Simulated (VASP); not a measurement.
InO5, 6 atoms in the cell. Symmetry: P6/mmm, No. 191, hexagonal system. The conventional cell has a = 4.668 Å, b = 4.668 Å, c = 3.892 Å, α = 90.00°, β = 90.00°, γ = 120.00°. In (site symmetry 6/mmm) has 18 O at 2.70 to 3.04 Å within 3.6 Å. Within 3.1 Å of O (site symmetry mmm) lie 8 O at 2.33 to 2.37 Å and 4 In at 3.04 Å. Within 3.1 Å of O (site symmetry -6m2) lie 9 O at 2.37 to 2.70 Å and 3 In at 2.70 Å. The cell was generated, and may not be a known phase.

- Program: VASP 6.6.1
- Task: relaxation of cell and atoms
- Functional: PBE
- Potentials or basis: VASP PAW PBE potentials, release 64 (In_d, O)
- Cutoff: 600 eV
- k mesh: 6 × 6 × 4
- Occupations: gaussian, width 0.1 eV
- Spin: collinear spin, ferromagnetic start
- Starting moments: [0.0, 1.0, 1.0, 1.0, 1.0, 1.0] μB
- Dipole correction: no
- Further INCAR settings: ALGO = Normal; EDIFF = 1e-06; IBRION = 2; EDIFFG = -0.04; NSW = 90; ISIF = 3

Potentials or basis: VASP PAW PBE potentials, release 64 (In_d, O).

Run with:

```sh
$ cat potpaw_PBE.64/In_d/POTCAR potpaw_PBE.64/O/POTCAR > POTCAR
$ mpirun -np 1 vasp_std > vasp.out
```

Hardware: 1 thread of Intel Xeon 8259CL, on a shared host.

Q: How long does it take, and how much memory?

A: Wall time 35 min on 1 thread of Intel Xeon 8259CL, on a shared host, peak memory 0.32 GiB. Counts: scf iterations 206, k points 21, ion steps 15.
